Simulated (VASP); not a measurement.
Write the native input for VASP 6.6.1 that does the following.

- Task: single point
- Functional: PBEsol
- Potentials or basis: VASP PAW PBE potentials, release 64 (Al)
- Cutoff: 500 eV
- k mesh: 18 × 18 × 18
- Occupations: fermi-dirac, width 0.05 eV
- Spin: no spin polarisation
- Dipole correction: no
- Further INCAR settings: ALGO = Normal; EDIFF = 1e-06; NBANDS = 8

The structure of Al lies in POSCAR:

```
Al
1.0
    0.0000000000      1.7840281412      1.7840281412
    1.7840281412      0.0000000000      1.7840281412
    1.7840281412      1.7840281412      0.0000000000
Al
1
Direct
    0.0000000000      0.0000000000      0.0000000000
```

This cell differs from its parent crystal: volume scaled by 0.702, to set the pressure.

The input as run:

INCAR

```
SYSTEM = Al
PREC = Accurate
ENCUT = 500
EDIFF = 1E-6
ISMEAR = -1
SIGMA = 0.05
LREAL = .FALSE.
LASPH = .TRUE.
NELM = 120
ALGO = Normal
ISIF = 2
LWAVE = .FALSE.
LCHARG = .FALSE.
GGA = PS
NBANDS = 8
GGA_COMPAT = .FALSE.
```

KPOINTS

```
Automatic mesh
0
G
  18 18 18
  0 0 0
```

Potentials or basis: VASP PAW PBE potentials, release 64 (Al).

Command:

```bash
$ cat potpaw_PBE.64/Al/POTCAR > POTCAR
$ mpirun -np 1 vasp_std > vasp.out
```

It gave:

| Quantity | Value |
| --- | --- |
| Pressure | 63.2 GPa |

Caveat: the cell differs from its parent crystal (volume scaled by 0.702, to set the pressure); the PAW data sets were made with another functional, which shifts forces and pressure a little.

Wall time 5 s on 1 thread of Intel(R) Xeon(R) 6975P-C (Granite Rapids) (shared host), peak memory 0.12 GiB.
